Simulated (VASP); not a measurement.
# Ga (C2/c) in VASP: a series of runs

Ga is run at these levels: LDA; tasks: single point.

Everything below comes from runs of VASP 6.6.1. Logs are shortened: lines on timing, memory, paths and dates and some standing lists are left out, and cuts for length are marked.

## Step 1: The cell of the first run

It takes space group C2/c (No. 15, monoclinic). Conventional cell: a = 4.445 Å, b = 7.491 Å, c = 3.971 Å, α = 90.00°, β = 103.64°, γ = 90.00°. Ga (site symmetry 1) has 8 Ga at 2.30 to 3.04 Å within 3.1 Å.

## Step 2: Single point, LDA (engineering shear strain xz -0.2250, normal strain along z -0.1125)

INCAR

```
SYSTEM = Ga
PREC = Accurate ; ENCUT = 520
EDIFF = 1E-6 ; ISMEAR = 0
SIGMA = 0.15 ; LREAL = .False.
LASPH = .True. ; NELM = 80
ALGO = Fast ; ISIF = 2
LWAVE = .False. ; LCHARG = .False.
GGA = CA ; NBANDS = 34
```

KPOINTS

```
Automatic mesh
0
Gamma
  10 10 10
  0 0 0
```

POSCAR

```
Ga
1.0
    2.2085777266     -3.7454996903     -0.2484649942
    2.2085777266      3.7454996903     -0.2484649942
   -0.4993956970      0.0000000000      3.9396771649
Ga
4
Direct
    0.1560190462      0.8439809538      0.0845038705
    0.6560190462      0.3439809538      0.4154961295
    0.8439809538      0.1560190462      0.9154961295
    0.3439809538      0.6560190462      0.5845038705
```

Potentials or basis: VASP PAW LDA potentials, release 64 (Ga_d).

On the command line:

```console
> cat potpaw_LDA.64/Ga_d/POTCAR > POTCAR
> mpirun -np 1 vasp_std > vasp.out
```

OUTCAR:

```text
SYSTEM = Ga
   PREC = Accurate
   ENCUT = 520
   EDIFF = 1E-6
   ISMEAR = 0
   LREAL = .False.
   LASPH = .True.
   NELM = 80
   ISIF = 2
   GGA = CA

 ion  position               nearest neighbor table
   1  0.156  0.844  0.085-   2 2.30   3 2.43   4 2.43   4 2.43   3 2.58   2 2.84   3 2.84
   2  0.656  0.344  0.415-   1 2.30   4 2.43   3 2.43   3 2.43   4 2.58   1 2.84   4 2.84
   3  0.844  0.156  0.915-   4 2.30   1 2.43   2 2.43   2 2.43   1 2.58   4 2.84   1 2.84
   4  0.344  0.656  0.585-   3 2.30   2 2.43   1 2.43   1 2.43   2 2.58   3 2.84   2 2.84

  LATTYP: Found a base centered monoclinic cell.
 ALAT       =     4.4450198775
 B/A-ratio  =     1.6852566664
 C/A-ratio  =     0.8934049742
 COS(beta)  =    -0.2358732326

  Lattice vectors:

 A1 = (   2.2085777266,  -3.7454996903,  -0.2484649942)
 A2 = (   2.2085777266,   3.7454996903,  -0.2484649942)
 A3 = (  -0.4993956970,   0.0000000000,   3.9396771649)

Analysis of symmetry for initial positions (statically):
=====================================================================
 Subroutine PRICEL returns:
 Original cell was already a primitive cell.

 Routine SETGRP: Setting up the symmetry group for a
 base centered monoclinic supercell.

 Subroutine GETGRP returns: Found  4 space group operations
 (whereof  2 operations were pure point group operations)
 out of a pool of  4 trial point group operations.

The static configuration has the point symmetry S_2 .
 The point group associated with its full space group is C_2h.

Analysis of symmetry for dynamics (positions and initial velocities):
=====================================================================
 Subroutine PRICEL returns:
 Original cell was already a primitive cell.

 Routine SETGRP: Setting up the symmetry group for a
 base centered monoclinic supercell.

 Subroutine GETGRP returns: Found  4 space group operations
 (whereof  2 operations were pure point group operations)
 out of a pool of  4 trial point group operations.

The dynamic configuration has the point symmetry S_2 .
 The point group associated with its full space group is C_2h.

 Subroutine INISYM returns: Found  4 space group operations
 (whereof  2 operations are pure point group operations),
 and found     1 'primitive' translations

----------------------------------------------------------------------------------------

                                     Primitive cell

  volume of cell :      64.2503

  direct lattice vectors                    reciprocal lattice vectors
     2.208577727 -3.745499690 -0.248464994     0.229665195 -0.133493537  0.029112490
     2.208577727  3.745499690 -0.248464994     0.229665195  0.133493537  0.029112490
    -0.499395697  0.000000000  3.939677165     0.028968750  0.000000000  0.257500000

  length of vectors
     4.355263294  4.355263294  3.971202869     0.267234285  0.267234285  0.259124369

  position of ions in fractional coordinates (direct lattice)
     0.156019046  0.843980954  0.084503871
     0.656019046  0.343980954  0.415496129
     0.843980954  0.156019046  0.915496129
     0.343980954  0.656019046  0.584503871

  ion indices of the primitive-cell ions
   primitive index   ion index
                 1           1
                 2           2
                 3           3
                 4           4

----------------------------------------------------------------------------------------

 KPOINTS: Automatic mesh

Automatic generation of k-mesh.
 Grid dimensions read from file:
 generate k-points for:   10   10   10

 Generating k-lattice:

  Cartesian coordinates                     Fractional coordinates (reciprocal lattice)
     0.022966520 -0.013349354  0.002911249     0.100000000  0.000000000 -0.000000000
     0.022966520  0.013349354  0.002911249     0.000000000  0.100000000 -0.000000000
     0.002896875  0.000000000  0.025750000     0.000000000  0.000000000  0.100000000

  Length of vectors
     0.026723429  0.026723429  0.025912437

  Shift w.r.t. Gamma in fractional coordinates (k-lattice)
     0.000000000  0.000000000  0.000000000

 Subroutine IBZKPT returns following result:
 ===========================================

 Found    282 irreducible k-points:

 Following reciprocal coordinates:
            Coordinates               Weight
  0.000000  0.000000  0.000000      1.000000
  0.100000 -0.000000  0.000000      4.000000
  0.200000 -0.000000  0.000000      4.000000
  0.300000  0.000000  0.000000      4.000000
  0.400000  0.000000  0.000000      4.000000
  0.500000  0.000000 -0.000000      2.000000
[... 16 lines left out ...]
  0.300000  0.300000  0.000000      2.000000
  0.400000  0.300000  0.000000      4.000000
 [... further k-points ...]
   k-points           NKPTS =    282   k-points in BZ     NKDIM =    282   number of bands    NBANDS=     34
   number of dos      NEDOS =    301   number of ions     NIONS =      4
   total plane-waves  NPLWV =  30720
   dimension x,y,z NGX =    32 NGY =   32 NGZ =   30
   dimension x,y,z NGXF=    64 NGYF=   64 NGZF=   60
   ions per type =               4
   NGX,Y,Z   is equivalent  to a cutoff of  12.21, 12.21, 12.56 a.u.
   NGXF,Y,Z  is equivalent  to a cutoff of  24.43, 24.43, 25.12 a.u.
 SYSTEM =  Ga
   PREC   = accura    normal or accurate (medium, high low for compatibility)
   ISTART =      0    job   : 0-new  1-cont  2-samecut
   ICHARG =      2    charge: 1-file 2-atom 10-const
   ISPIN  =      1    spin polarized calculation?
   LNONCOLLINEAR =      F non collinear calculations
   LSORBIT =      F    spin-orbit coupling
   LASPH  =      T    aspherical Exc in radial PAW
   ENCUT  =  520.0 eV  38.22 Ry    6.18 a.u.   8.10  8.10  7.38*2*pi/ulx,y,z
   NELM   =     80;   NELMIN=  2; NELMDL= -5     # of ELM steps
   EDIFF  = 0.1E-05   stopping-criterion for ELM
   LREAL  =      F    real-space projection
   EDIFFG = 0.1E-04   stopping-criterion for IOM
   NSW    =      0    number of steps for IOM
   IBRION =     -1    ionic relax: 0-MD 1-quasi-New 2-CG
   NFREE  =      0    steps in history (QN), initial steepest desc. (CG)
   ISIF   =      2    stress and relaxation
   ISYM   =      2    0-nonsym 1-usesym 2-fastsym
   POTIM  = 0.5000    time-step for ionic-motion
   TEBEG  =    0.0;   TEEND  =   0.0 temperature during run
   PSTRESS=    0.0 pullay stress
   NELECT =      52.0000    total number of electrons
   NUPDOWN=      -1.0000    fix difference up-down
   EMIN   =  10.00;   EMAX   =-10.00  energy-range for DOS
   EFERMI =   0.00;   METHOD = LEGACY
   ISMEAR =     0;   SIGMA  =   0.15  broadening in eV -4-tet -1-fermi 0-gaus
   EFERMI_NEDOS =   21; number of points for ismear=-14 and -15
   IALGO  =     68    algorithm
   IMIX   =      4    mixing-type and parameters
     AMIX     =   0.40;   BMIX     =  1.00
     AMIX_MAG =   1.60;   BMIX_MAG =  1.00
  volume/ion in A,a.u.               =      16.06       108.40
  Fermi-wavevector in a.u.,A,eV,Ry     =   1.525636  2.883034 31.668439  2.327565
  Thomas-Fermi vector in A             =   2.633779
   LORBIT       =      0    0 simple, 1 ext, 2 COOP (PROOUT), +10 PAW based schemes
   GGA     = CA    functional components
   LHFCALC =     F    Hartree Fock is set to
   AEXX    =    0.0000 exact exchange contribution
   IVDW    =     0    specifies the selected vdW correction
   LEPSILON=     F    determine dielectric tensor
   LRPA    =     F    only Hartree local field effects (RPA)
 non-spin polarized calculation
 RMM-DIIS sequential band-by-band and
 Gauss-broadening in eV      SIGMA  =   0.15
  energy-cutoff  :      520.00
  volume of cell :       64.25
 maximum number of plane-waves:      1750
   NGX = 17   NGY = 17   NGZ = 15

 number of electron      51.9999978 magnetization

 Free energy of the ion-electron system (eV)
  ---------------------------------------------------
  ext. energy  EPLUGINS =         0.00000000
  ---------------------------------------------------
  free energy    TOTEN  =       -13.25671935 eV

  energy without entropy =      -13.24021848  energy(sigma->0) =      -13.24846891

 E-fermi :   6.8679     XC(G=0): -11.9863

 val. band max:        6.8676658404   @ k =  -0.3000  -0.4000   0.2000
 cond. band min:       6.8831239185   @ k =  -0.3000   0.5000   0.3000
 fundamental gap:      0.0154580781
 Fermi energy:         6.8678826475

 k-point     1 :       0.0000    0.0000    0.0000
  band No.  band energies     occupation
      1      -9.0514      2.00000
      2      -9.0344      2.00000
      3      -8.9733      2.00000
      4      -8.9120      2.00000
      5      -8.8331      2.00000
      6      -8.7946      2.00000
[... 26 lines left out ...]
     33      14.0366      0.00000
     34      16.3508      0.00000

 k-point     2 :       0.1000   -0.0000    0.0000
  band No.  band energies     occupation
      1      -9.0550      2.00000
      2      -9.0263      2.00000
      3      -8.9785      2.00000
      4      -8.9101      2.00000
      5      -8.8233      2.00000
      6      -8.8220      2.00000
[... 26 lines left out ...]
     33      14.4597      0.00000
     34      15.7361      0.00000

 k-point     3 :       0.2000   -0.0000    0.0000
  band No.  band energies     occupation
      1      -9.0582      2.00000
      2      -9.0207      2.00000
      3      -8.9723      2.00000
      4      -8.9117      2.00000
      5      -8.8448      2.00000
      6      -8.8161      2.00000
[... 26 lines left out ...]
     33      14.2495      0.00000
     34      15.2117      0.00000

 k-point     4 :       0.3000    0.0000    0.0000
  band No.  band energies     occupation
      1      -9.0563      2.00000
      2      -9.0244      2.00000
      3      -8.9521      2.00000
      4      -8.9111      2.00000
      5      -8.8677      2.00000
      6      -8.8331      2.00000
[... 26 lines left out ...]
     33      13.8781      0.00000
     34      14.8934      0.00000

 k-point     5 :       0.4000    0.0000    0.0000
  band No.  band energies     occupation
      1      -9.0492      2.00000
      2      -9.0237      2.00000
      3      -8.9426      2.00000
      4      -8.9237      2.00000
      5      -8.8887      2.00000
      6      -8.8366      2.00000
[... 621 lines left out ...]
 k-point    22 :      -0.2000    0.2000    0.0000
  band No.  band energies     occupation
      1      -9.0917      2.00000
      2      -8.9946      2.00000
      3      -8.9567      2.00000
      4      -8.8943      2.00000
      5      -8.8886      2.00000
      6      -8.8331      2.00000
[... 26 lines left out ...]
     33      13.2753      0.00000
     34      14.5066      0.00000

 k-point    23 :       0.3000    0.3000    0.0000
  band No.  band energies     occupation
      1      -9.0603      2.00000
      2      -9.0345      2.00000
      3      -8.9846      2.00000
      4      -8.9320      2.00000
      5      -8.8883      2.00000
      6      -8.8605      2.00000
[... 26 lines left out ...]
     33      14.5636      0.00000
     34      16.4541      0.00000

 k-point    24 :       0.4000    0.3000    0.0000
  band No.  band energies     occupation
      1      -9.0908      2.00000
      2      -9.0171      2.00000
      3      -8.9807      2.00000
      4      -8.9276      2.00000
      5      -8.9007      2.00000
      6      -8.8687      2.00000
[... 26 lines left out ...]
     33      13.4728      0.00000
     34      16.0043      0.00000

 [... further k-points ...]

------------------------ aborting loop because EDIFF is reached ----------------------------------------

  FORCE on cell =-STRESS in cart. coord.  units (eV):
  Direction    XX          YY          ZZ          XY          YZ          ZX
  --------------------------------------------------------------------------------------
  -------------------------------------------------------------------------------------
  Total        9.7605279      3.9609277      8.0303120      0.0000000      0.0000000      4.3710000
  in kB      243.3933308     98.7716445    200.2478152      0.0000000      0.0000000    108.9974075
  external PRESSURE =     180.8042635 kB  Pullay stress =       0.0000000 kB

 VOLUME and BASIS-vectors are now :
 -----------------------------------------------------------------------------
  energy-cutoff  :      520.00
  volume of cell :       64.25
      direct lattice vectors                 reciprocal lattice vectors
     2.208577727 -3.745499690 -0.248464994     0.229665195 -0.133493537  0.029112490
     2.208577727  3.745499690 -0.248464994     0.229665195  0.133493537  0.029112490
    -0.499395697  0.000000000  3.939677165     0.028968750  0.000000000  0.257500000

 POSITION                                       TOTAL-FORCE (eV/Angst)
 -----------------------------------------------------------------------------------
      2.16638      2.57676      0.08445        -1.103860      0.851845     -0.613242
      2.00108     -1.16874      1.38846         1.103860      0.851845      0.613242
      1.75138     -2.57676      3.35829         1.103860     -0.851845      0.613242
      1.91668      1.16874      2.05429        -1.103860     -0.851845     -0.613242
 -----------------------------------------------------------------------------------
    total drift:                                0.000000      0.000000      0.000000

  FREE ENERGIE OF THE ION-ELECTRON SYSTEM (eV)
  ---------------------------------------------------
  free  energy   TOTEN  =       -13.2567193471 eV

  energy  without entropy=      -13.2402184770  energy(sigma->0) =      -13.24846891
```

Run time: 14 min. Hardware: 1 thread of Oxide Virtual Turin-like, shared host; peak memory 0.45 GiB.

Results:

| Quantity | Value |
| --- | --- |
| Free energy | -13.2567 eV |
| Pressure | 18.1 GPa |
| Largest force | 1.523 eV/Å |
| Band gap on the k mesh | zero (bands 26 and 27 overlap by 2.97 eV) |

Forces in eV/Å, atoms in the order of the input:
```
Ga  -1.104  0.852 -0.613
Ga   1.104  0.852  0.613
Ga   1.104 -0.852  0.613
Ga  -1.104 -0.852 -0.613
```

Stress tensor (GPa, compression positive):
```
24.34  0.00 10.90
 0.00  9.88  0.00
10.90  0.00 20.02
```

Caveat: the cell differs from its parent crystal (engineering shear strain xz -0.2250, normal strain along z -0.1125); the stress differs along the axes, from 10 to 24 GPa; forces of over 1 eV/Å act on the atoms, so gaps and moduli don't describe the material at rest.

## Step 3: Single point, LDA (engineering shear strain xz -0.3000, normal strain along z +0.0000)

INCAR

```
PREC = Accurate
ENCUT = 520
EDIFF = 1E-7
ISMEAR = 0
SIGMA = 0.15
LREAL = F
LASPH = T
NELM = 60
ALGO = Fast
ISIF = 2
LWAVE = F
LCHARG = T
LELF = T
LVHAR = T
NBANDS = 34
```

KPOINTS

```
Automatic mesh
0
Gamma
  10 10 10
```

POSCAR

```
Ga
1.0
    2.2085777266     -3.7454996903     -0.3312866590
    2.2085777266      3.7454996903     -0.3312866590
   -0.6658609293      0.0000000000      4.4390728619
Ga
4
Direct
    0.1560190462      0.8439809538      0.0845038705
    0.6560190462      0.3439809538      0.4154961295
    0.8439809538      0.1560190462      0.9154961295
    0.3439809538      0.6560190462      0.5845038705
```

Potentials or basis: VASP PAW LDA potentials, release 64 (Ga_d).

On the command line:

```console
> cat potpaw_LDA.64/Ga_d/POTCAR > POTCAR
> mpirun -np 1 vasp_std > vasp.out
```

It took 15 min on 1 thread of Oxide Virtual Turin-like, shared host; peak memory 0.49 GiB.

Results (log left out):

```
Free energy            : -13.5897 eV
Pressure               : 7.9 GPa
Largest force          : 1.404 eV/Å
Band gap on the k mesh : zero (bands 26 and 27 overlap by 2.25 eV)
```

Forces in eV/Å, atoms in the order of the input:
```
Ga  -1.156  0.011 -0.796
Ga   1.156  0.011  0.796
Ga   1.156 -0.011  0.796
Ga  -1.156 -0.011 -0.796
```

Stress tensor (GPa, compression positive):
```
13.62  0.00  9.49
 0.00  2.03  0.00
 9.49  0.00  7.98
```

Levels at points of the mesh, in eV from the Fermi level:
```
           k point  band 23  band 24  band 25  band 26  band 27  band 28  band 29  band 30
(0.00, 0.00, 0.00)    -3.86    -2.00    -1.11    -1.07     0.32     1.15     1.27     1.73
(0.50, 0.00, 0.00)    -4.67    -3.50    -2.46    -0.76     0.68     3.16     3.36     3.76
(0.50, 0.50, 0.00)    -3.64    -3.59    -1.56    -1.35    -0.12     1.45     1.56     1.68
(0.00, 0.00, 0.50)    -2.07    -2.07    -0.35    -0.35     2.08     2.08     2.41     2.41
(0.50, 0.00, 0.50)    -5.92    -5.62    -2.56    -0.82    -0.37     1.44     5.44     6.18
(0.50, 0.50, 0.50)    -6.05    -6.05    -2.52    -2.52     1.26     1.26     6.88     6.88
```

Caveat: the cell differs from its parent crystal (engineering shear strain xz -0.3000, normal strain along z +0.0000); the stress differs along the axes, from 2 to 14 GPa; forces of over 1 eV/Å act on the atoms, so gaps and moduli don't describe the material at rest.

[end of part 1 of 3]
